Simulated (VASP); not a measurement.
Ge, 2 atoms in the cell. It takes space group Imma (No. 74, orthorhombic). Conventional cell: a = 4.992 Å, b = 5.302 Å, c = 2.874 Å, α = 90.00°, β = 90.00°, γ = 90.00°. Ge (site symmetry mm2) has 8 Ge at 2.68 to 3.08 Å within 3.5 Å. 

```yaml
Program: VASP 6.6.1
Task: single point
Functional: PBE
Potentials_or_basis: VASP PAW PBE potentials, release 64 (Ge_d)
Cutoff: 500 eV
k_mesh: 2 × 1 × 1, shifted
Occupations: gaussian, width 0.1 eV
Spin: no spin polarisation
Dipole_correction: no
Further_INCAR_settings: ALGO = Normal; EDIFF = 1e-06; NBANDS = 21; ISYM = 0
```

Potentials or basis: VASP PAW PBE potentials, release 64 (Ge_d).

The run is started by

```console
$ cat potpaw_PBE.64/Ge_d/POTCAR > POTCAR
$ mpirun -np 1 vasp_std > vasp.out
```

Hardware: 1 thread of Intel(R) Xeon(R) Platinum 8488C (Sapphire Rapids) (shared host).

Task: How long does it take, and how much memory?

Result: Wall time 3.4 s on 1 thread of Intel(R) Xeon(R) Platinum 8488C (Sapphire Rapids), with other jobs on the host, peak memory 0.15 GiB. Counts: scf iterations 10, k points 2.
